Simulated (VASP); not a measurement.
Input of a VASP 6.6.1 run:

The input INCAR:

```
ALGO = Normal
EDIFF = 1E-7
ENCUT = 520
GGA = PE
ISIF = 2
ISMEAR = 0
LASPH = T
LCHARG = T
LELF = T
LREAL = F
LVHAR = T
LWAVE = F
NBANDS = 20
NELM = 60
PREC = Accurate
SIGMA = 0.1
```

KPOINTS

```
k-points
0
Gamma
  14 14 8
```

File POSCAR:

```
Ta2H3
1.0
    2.6394295386     -1.4516701468      0.0102063110
    2.6394295386      1.4516701468      0.0102063110
   -0.0800662648      0.0000000000      5.1811986602
Ta H
2 3
Direct
    0.6656020839      0.6656020839      0.2650833658
    0.3343979161      0.3343979161      0.7349166342
    0.0000000000      0.0000000000      0.5000000000
    0.6615259962      0.6615259962      0.8943833479
    0.3384740038      0.3384740038      0.1056166521
```

Potentials or basis: VASP PAW PBE potentials, release 64 (Ta_pv, H).

Launch:

```console
$ cat potpaw_PBE.64/Ta_pv/POTCAR potpaw_PBE.64/H/POTCAR > POTCAR
$ mpirun -np 1 vasp_std > vasp.out
```

(1) Estimate the largest force.

(2) What does it give for the pressure?

(3) What does it give for the band gap on the k mesh?

Results:

(1) 0.015 eV/Å.

(2) 23.7 GPa.

(3) zero (an odd number of electrons rules out a gap without spin polarisation).

Caveat: the cell stands under pressure; spin-orbit coupling is left out, which moves the levels of the heavy elements.
